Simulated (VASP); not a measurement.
Wanted: the native input for a VASP 6.6.1 run.

| Item | Value |
| --- | --- |
| Task | single point |
| Functional | HSE06 |
| Potentials or basis | VASP PAW PBE potentials, release 64 (As_d) |
| Cutoff | 400 eV |
| k mesh | 6 × 6 × 6 |
| Occupations | fermi-dirac, width 0.05 eV |
| Spin | no spin polarisation |
| Dipole correction | no |
| Grid for exact exchange (PRECFOCK) | Normal |
| Further INCAR settings | ALGO = Normal; EDIFF = 1e-06; NBANDS = 14 |
| Share of exact exchange | 0.25 |
| Screening parameter | 0.2079 1/Å |

Crystal: As.

```
CELL_PARAMETERS angstrom
2.75671 0.00000 0.00000
0.00000 2.75671 0.00000
0.00000 0.00000 2.75671
ATOMIC_POSITIONS crystal
As 0.50000 0.50000 0.50000
```

This isn't the form of As at room conditions, which is rhombohedral.

These files were run (other wordings do the same):

POSCAR

```
As
1.0
    2.7567085743      0.0000000000      0.0000000000
    0.0000000000      2.7567085743      0.0000000000
    0.0000000000      0.0000000000      2.7567085743
As
1
Direct
    0.5000000000      0.5000000000      0.5000000000
```

INCAR.step1

```
SYSTEM = As
PREC     = Accurate       ! precision mode
ENCUT    = 400            ! plane-wave cutoff, eV
EDIFF    = 1E-5           ! SCF threshold, eV
ISMEAR   = -1             ! smearing method
SIGMA    = 0.05           ! smearing width, eV
LREAL    = .FALSE.        ! projectors in reciprocal space
LASPH    = .TRUE.         ! aspherical terms in the spheres
NELM     = 120            ! most SCF steps
ALGO     = Normal         ! electronic algorithm
ISIF     = 2              ! what is computed and relaxed
LWAVE    = .TRUE.         ! write WAVECAR
LCHARG   = .FALSE.        ! write CHGCAR
GGA      = PE             ! functional
NBANDS   = 14             ! bands
GGA_COMPAT= .FALSE.
```

INCAR.step2

```
SYSTEM = As
PREC     = Accurate       ! precision mode
ENCUT    = 400            ! plane-wave cutoff, eV
EDIFF    = 1E-6           ! SCF threshold, eV
ISMEAR   = -1             ! smearing method
SIGMA    = 0.05           ! smearing width, eV
LREAL    = .FALSE.        ! projectors in reciprocal space
LASPH    = .TRUE.         ! aspherical terms in the spheres
NELM     = 120            ! most SCF steps
ALGO     = Normal         ! electronic algorithm
ISIF     = 2              ! what is computed and relaxed
LWAVE    = .FALSE.        ! write WAVECAR
LCHARG   = .FALSE.        ! write CHGCAR
GGA      = PE             ! functional
LHFCALC  = .TRUE.         ! exact exchange
HFSCREEN = 0.2079         ! screening, 1/A
PRECFOCK = Normal       
ISTART   = 1            
NBANDS   = 14             ! bands
GGA_COMPAT= .FALSE.
```

KPOINTS

```
Automatic mesh
0
G
  6 6 6
  0 0 0
```

Potentials or basis: VASP PAW PBE potentials, release 64 (As_d).

Launch:

```sh
$ cat potpaw_PBE.64/As_d/POTCAR > POTCAR
$ cp INCAR.step1 INCAR
$ mpirun -np 1 vasp_std > vasp.out
$ cp INCAR.step2 INCAR
$ mpirun -np 1 vasp_std > vasp.out
```

Results of the run:

The pressure is -3.1 GPa. The band gap on the k mesh is zero (an odd number of electrons rules out a gap without spin polarisation).

Caveat: the k points lie up to 0.38 Å⁻¹ apart, too coarse for converged energies and pressures of a metal; the PAW data sets were made with another functional, which shifts forces and pressure a little; an odd number of electrons without spin polarisation forces a metal; a magnetic or distorted state may lie lower.

Run time: 7.5 min on 1 thread of Intel(R) Xeon(R) Platinum 8259CL CPU @ 2.50GHz (Skylake/Cascade Lake), with other jobs on the host, peak memory 0.22 GiB.
